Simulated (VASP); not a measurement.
YAlC4N4: single point with PBE

The system is YAlC4N4.

```
CELL_PARAMETERS angstrom
6.24137 0.00000 0.00000
0.00000 6.24137 0.00000
0.00000 0.00000 6.24137
ATOMIC_POSITIONS crystal
Y 0.50000 0.50000 0.50000
Al 0.00000 0.00000 0.00000
C 0.18147 0.18147 0.18147
C 0.18147 0.81853 0.81853
C 0.81853 0.18147 0.81853
C 0.81853 0.81853 0.18147
N 0.29105 0.29105 0.29105
N 0.29105 0.70895 0.70895
N 0.70895 0.29105 0.70895
N 0.70895 0.70895 0.29105
```

```
Program                : VASP 6.6.1
Task                   : single point
Functional             : PBE
Potentials or basis    : VASP PAW PBE potentials, release 64 (Y_sv, Al, C, N)
Cutoff                 : 520 eV
k mesh                 : 6 × 6 × 6
Occupations            : gaussian, width 0.1 eV
Spin                   : no spin polarisation
Dipole correction      : no
Further INCAR settings : ALGO = Normal; EDIFF = 1e-07; NBANDS = 36
```

```
Pressure               : 0.2 GPa
Largest force          : 0.340 eV/Å
Band gap on the k mesh : zero (band 25 reaches 1.28 eV, above the bottom of band 26 at 1.12 eV)
```

Forces in eV/Å, atoms in the order of the input:
```
Y    0.000  0.000  0.000
Al   0.000  0.000  0.000
C   -0.196 -0.196 -0.196
C   -0.196  0.196  0.196
C    0.196 -0.196  0.196
C    0.196  0.196 -0.196
N    0.189  0.189  0.189
N    0.189 -0.189 -0.189
N   -0.189  0.189 -0.189
N   -0.189 -0.189  0.189
```

Levels at points of the mesh, in eV from the Fermi level:
```csv
k point,band 23,band 24,band 25,band 26,band 27,band 28
"(0.00, 0.00, 0.00)",-5.70,-5.70,-0.10,-0.10,-0.10,0.05
"(0.50, 0.00, 0.00)",-5.77,-5.77,-0.18,0.37,0.37,0.55
"(0.50, 0.50, 0.00)",-5.77,-5.77,-0.17,0.57,0.76,0.76
"(0.50, 0.50, 0.50)",-5.70,-5.70,0.05,0.05,0.44,0.44
```

Run time: 3.5 min on 1 thread of Oxide Virtual Turin-like Processor, with other jobs on the host, peak memory 0.41 GiB.
